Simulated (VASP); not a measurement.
# As (Pm-3m) in VASP: a series of runs, part 2 of 2

VASP 6.6.1. The steps go on from the part before.

## 5. Single point, PBEsol (volume scaled by 1.08)

Contents of INCAR:

```
SYSTEM = As
PREC = Accurate ; ENCUT = 520
EDIFF = 1E-7 ; ISMEAR = -1
SIGMA = 0.1 ; LREAL = .False.
LASPH = .True. ; NELM = 60
ALGO = Normal ; ISIF = 2
LWAVE = .False. ; LCHARG = .True.
GGA = PS ; LELF = .True.
LVHAR = .True. ; NBANDS = 8
```

Contents of KPOINTS:

```
regular mesh
0
Gamma
  13 13 13
  0 0 0
```

Contents of POSCAR:

```
As
1.0
    2.7618272072      0.0000000000      0.0000000000
    0.0000000000      2.7618272072      0.0000000000
    0.0000000000      0.0000000000      2.7618272072
As
1
Direct
    0.0000000000      0.0000000000      0.0000000000
```

Potentials or basis: VASP PAW PBE potentials, release 64 (As).

Run with:

```
$ cat potpaw_PBE.64/As/POTCAR > POTCAR
$ mpirun -np 1 vasp_std > vasp.out
```

OUTCAR:

```text
SYSTEM = As
   PREC = Accurate
   ENCUT = 520
   EDIFF = 1E-7
   ISMEAR = -1
   LREAL = .False.
   LASPH = .True.
   NELM = 60
   ISIF = 2
   GGA = PS

 ion  position               nearest neighbor table
   1  0.000  0.000  0.000-

  LATTYP: Found a simple cubic cell.
 ALAT       =     2.7618272072

  Lattice vectors:

 A1 = (   2.7618272072,   0.0000000000,   0.0000000000)
 A2 = (   0.0000000000,   2.7618272072,   0.0000000000)
 A3 = (   0.0000000000,   0.0000000000,   2.7618272072)

Analysis of symmetry for initial positions (statically):
=====================================================================
 Subroutine PRICEL returns:
 Original cell was already a primitive cell.

 Routine SETGRP: Setting up the symmetry group for a
 simple cubic supercell.

 Subroutine GETGRP returns: Found 48 space group operations
 (whereof 48 operations were pure point group operations)
 out of a pool of 48 trial point group operations.

The static configuration has the point symmetry O_h .

Analysis of symmetry for dynamics (positions and initial velocities):
=====================================================================
 Subroutine PRICEL returns:
 Original cell was already a primitive cell.

 Routine SETGRP: Setting up the symmetry group for a
 simple cubic supercell.

 Subroutine GETGRP returns: Found 48 space group operations
 (whereof 48 operations were pure point group operations)
 out of a pool of 48 trial point group operations.

The dynamic configuration has the point symmetry O_h .

 Subroutine INISYM returns: Found 48 space group operations
 (whereof 48 operations are pure point group operations),
 and found     1 'primitive' translations

----------------------------------------------------------------------------------------

                                     Primitive cell

  volume of cell :      21.0664

  direct lattice vectors                    reciprocal lattice vectors
     2.761827207  0.000000000  0.000000000     0.362079133  0.000000000  0.000000000
     0.000000000  2.761827207  0.000000000     0.000000000  0.362079133  0.000000000
     0.000000000  0.000000000  2.761827207     0.000000000  0.000000000  0.362079133

  length of vectors
     2.761827207  2.761827207  2.761827207     0.362079133  0.362079133  0.362079133

  position of ions in fractional coordinates (direct lattice)
     0.000000000  0.000000000  0.000000000

  ion indices of the primitive-cell ions
   primitive index   ion index
                 1           1

----------------------------------------------------------------------------------------

 KPOINTS: regular mesh

Automatic generation of k-mesh.
 Grid dimensions read from file:
 generate k-points for:   13   13   13

 Generating k-lattice:

  Cartesian coordinates                     Fractional coordinates (reciprocal lattice)
     0.027852241  0.000000000  0.000000000     0.076923077  0.000000000  0.000000000
     0.000000000  0.027852241  0.000000000     0.000000000  0.076923077  0.000000000
     0.000000000  0.000000000  0.027852241     0.000000000  0.000000000  0.076923077

  Length of vectors
     0.027852241  0.027852241  0.027852241

  Shift w.r.t. Gamma in fractional coordinates (k-lattice)
     0.000000000  0.000000000  0.000000000

 Subroutine IBZKPT returns following result:
 ===========================================

 Found     84 irreducible k-points:

 Following reciprocal coordinates:
            Coordinates               Weight
  0.000000  0.000000  0.000000      1.000000
  0.076923  0.000000  0.000000      6.000000
  0.153846  0.000000  0.000000      6.000000
  0.230769  0.000000  0.000000      6.000000
  0.307692  0.000000  0.000000      6.000000
  0.384615  0.000000  0.000000      6.000000
[... 16 lines left out ...]
  0.307692  0.307692  0.000000     12.000000
  0.384615  0.307692  0.000000     24.000000
 [... further k-points ...]
   k-points           NKPTS =     84   k-points in BZ     NKDIM =     84   number of bands    NBANDS=      8
   number of dos      NEDOS =    301   number of ions     NIONS =      1
   total plane-waves  NPLWV =  13824
   dimension x,y,z NGX =    24 NGY =   24 NGZ =   24
   dimension x,y,z NGXF=    48 NGYF=   48 NGZF=   48
   ions per type =               1
   NGX,Y,Z   is equivalent  to a cutoff of  14.45, 14.45, 14.45 a.u.
   NGXF,Y,Z  is equivalent  to a cutoff of  28.89, 28.89, 28.89 a.u.
 SYSTEM =  As
   PREC   = accura    normal or accurate (medium, high low for compatibility)
   ISTART =      0    job   : 0-new  1-cont  2-samecut
   ICHARG =      2    charge: 1-file 2-atom 10-const
   ISPIN  =      1    spin polarized calculation?
   LNONCOLLINEAR =      F non collinear calculations
   LSORBIT =      F    spin-orbit coupling
   LASPH  =      T    aspherical Exc in radial PAW
   ENCUT  =  520.0 eV  38.22 Ry    6.18 a.u.   5.14  5.14  5.14*2*pi/ulx,y,z
   NELM   =     60;   NELMIN=  2; NELMDL= -5     # of ELM steps
   EDIFF  = 0.1E-06   stopping-criterion for ELM
   LREAL  =      F    real-space projection
   EDIFFG = 0.1E-05   stopping-criterion for IOM
   NSW    =      0    number of steps for IOM
   IBRION =     -1    ionic relax: 0-MD 1-quasi-New 2-CG
   NFREE  =      0    steps in history (QN), initial steepest desc. (CG)
   ISIF   =      2    stress and relaxation
   ISYM   =      2    0-nonsym 1-usesym 2-fastsym
   POTIM  = 0.5000    time-step for ionic-motion
   TEBEG  =    0.0;   TEEND  =   0.0 temperature during run
   PSTRESS=    0.0 pullay stress
   NELECT =       5.0000    total number of electrons
   NUPDOWN=      -1.0000    fix difference up-down
   EMIN   =  10.00;   EMAX   =-10.00  energy-range for DOS
   EFERMI =   0.00;   METHOD = LEGACY
   ISMEAR =    -1;   SIGMA  =   0.10  broadening in eV -4-tet -1-fermi 0-gaus
   EFERMI_NEDOS =   21; number of points for ismear=-14 and -15
   IALGO  =     38    algorithm
   IMIX   =      4    mixing-type and parameters
     AMIX     =   0.40;   BMIX     =  1.00
     AMIX_MAG =   1.60;   BMIX_MAG =  1.00
  volume/ion in A,a.u.               =      21.07       142.16
  Fermi-wavevector in a.u.,A,eV,Ry     =   1.013604  1.915434 13.978532  1.027393
  Thomas-Fermi vector in A             =   2.146783
   LORBIT       =      0    0 simple, 1 ext, 2 COOP (PROOUT), +10 PAW based schemes
   GGA     = PS    functional components
   LHFCALC =     F    Hartree Fock is set to
   AEXX    =    0.0000 exact exchange contribution
   IVDW    =     0    specifies the selected vdW correction
   LEPSILON=     F    determine dielectric tensor
   LRPA    =     F    only Hartree local field effects (RPA)
 non-spin polarized calculation
  energy-cutoff  :      520.00
  volume of cell :       21.07
 maximum number of plane-waves:       587
 NGX is ok and might be reduce to    24
   NGX = 11   NGY = 11   NGZ = 11

 number of electron       4.9999999 magnetization

 Free energy of the ion-electron system (eV)
  ---------------------------------------------------
  ext. energy  EPLUGINS =         0.00000000
  ---------------------------------------------------
  free energy    TOTEN  =        -5.02437920 eV

  energy without entropy =       -5.01428247  energy(sigma->0) =       -5.01933084

 E-fermi :   5.1653     XC(G=0): -10.2865

 val. band max:        5.1475904776   @ k =   0.3077   0.2308   0.1538
 cond. band min:       5.2439700276   @ k =   0.3846   0.3077   0.3077
 fundamental gap:      0.0963795500
 Fermi energy:         5.1653443761

 k-point     1 :       0.0000    0.0000    0.0000
  band No.  band energies     occupation
      1      -9.3358      2.00000
      2       9.0018      0.00000
      3       9.0018      0.00000
      4       9.0018      0.00000
      5      13.5412      0.00000
      6      13.5412      0.00000
      7      14.9462      0.00000
      8      29.2346      0.00000
[... 243 lines left out ...]
 k-point    24 :       0.3846    0.3077    0.0000
  band No.  band energies     occupation
      1      -5.5313      2.00000
      2       1.1862      2.00000
      3       3.4377      2.00000
      4      11.2166      0.00000
      5      11.9160      0.00000
      6      18.1668      0.00000
      7      21.7072      0.00000
      8      22.8957      0.00000

 [... further k-points ...]

------------------------ aborting loop because EDIFF is reached ----------------------------------------

  FORCE on cell =-STRESS in cart. coord.  units (eV):
  Direction    XX          YY          ZZ          XY          YZ          ZX
  --------------------------------------------------------------------------------------
  -------------------------------------------------------------------------------------
  Total       -0.7552681     -0.7552681     -0.7552681      0.0000000     -0.0000000      0.0000000
  in kB      -57.4410325    -57.4410325    -57.4410325      0.0000000     -0.0000000      0.0000000
  external PRESSURE =     -57.4410325 kB  Pullay stress =       0.0000000 kB

 VOLUME and BASIS-vectors are now :
 -----------------------------------------------------------------------------
  energy-cutoff  :      520.00
  volume of cell :       21.07
      direct lattice vectors                 reciprocal lattice vectors
     2.761827207  0.000000000  0.000000000     0.362079133  0.000000000  0.000000000
     0.000000000  2.761827207  0.000000000     0.000000000  0.362079133  0.000000000
     0.000000000  0.000000000  2.761827207     0.000000000  0.000000000  0.362079133

 POSITION                                       TOTAL-FORCE (eV/Angst)
 -----------------------------------------------------------------------------------
      0.00000      0.00000      0.00000         0.000000      0.000000      0.000000
 -----------------------------------------------------------------------------------
    total drift:                                0.000000     -0.000000     -0.000000

  FREE ENERGIE OF THE ION-ELECTRON SYSTEM (eV)
  ---------------------------------------------------
  free  energy   TOTEN  =        -5.0243792024 eV

  energy  without entropy=       -5.0142824726  energy(sigma->0) =       -5.01933084
```

stdout:

```text
POSCAR found type information on POSCAR As
 POSCAR found :  1 types and       1 ions
 scaLAPACK will be used
 -----------------------------------------------------------------------------
|                                                                             |
|                                                                             |
|     You enforced a specific xc type in the INCAR file but a different       |
|     I HOPE YOU KNOW WHAT YOU ARE DOING!                                     |
|                                                                             |
 -----------------------------------------------------------------------------

 LDA part: xc-table for (Slater+PW92), standard interpolation
 POSCAR, INCAR and KPOINTS ok, starting setup
 FFT: planning ... GRIDC
 FFT: planning ... GRID_SOFT
 FFT: planning ... GRID
 WAVECAR not read
 entering main loop
```

Run time: 37 s. Hardware: 1 thread of AMD EPYC 7R13, shared host; peak memory 0.11 GiB.

What came out:

```
Free energy : -5.0244 eV
Pressure    : -5.7 GPa
```

Caveat: the PAW data sets were made with another functional, which shifts forces and pressure a little.

## 6. Summary

| cell | gap on the mesh (eV) | pressure (GPa) |
| --- | --- | --- |
| a = 2.580 Å, 1 atom | none | 16.0 |
| a = 2.618 Å, 1 atom | none | 9.6 |
| a = 2.727 Å, 1 atom | none | -3.1 |
| a = 2.762 Å, 1 atom | none | -5.7 |

Alike in all rows: task single point; level PBEsol; potentials or basis VASP PAW PBE potentials, release 64 (As); no spin polarisation; k mesh 13 × 13 × 13; cutoff (eV) 520; smearing fermi-dirac 0.1 eV.

Caveats: the PAW data sets were made with another functional, which shifts forces and pressure a little.

Absolute energies hang on the potentials; compare differences alone.
